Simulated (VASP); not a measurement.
A run of VASP 6.6.1 is set up as follows.

The input INCAR:

```
ALGO = Normal
EDIFF = 1E-6
ENCUT = 520
GGA = PE
ISIF = 2
ISMEAR = 0
LASPH = T
LCHARG = T
LELF = T
LREAL = F
LVHAR = T
LWAVE = F
NBANDS = 12
NELM = 80
PREC = Accurate
SIGMA = 0.1
```

The input KPOINTS:

```
k-points
0
Gamma
  10 10 9
```

POSCAR

```
Cu
1.0
   -1.4539857600      1.4643106900      1.3739820400
    1.4487133000     -1.4679854000      1.3723068300
    1.4251542200      1.4391538600     -1.3778349000
Cu
1
Direct
    0.0000000000      0.0000000000      0.0000000000
```

Potentials or basis: VASP PAW PBE potentials, release 64 (Cu).

Command:

```bash
$ cat potpaw_PBE.64/Cu/POTCAR > POTCAR
$ mpirun -np 1 vasp_std > vasp.out
```

Problem. Predict the pressure.

Solution. 7.9 GPa.

Problem. Estimate the band gap on the k mesh.

Solution. Zero (an odd number of electrons rules out a gap without spin polarisation).

Stress tensor (GPa, compression positive):
```
 7.75  1.89 -0.60
 1.89  8.19 -0.59
-0.60 -0.59  7.71
```

Caveat: the cell stands under pressure.
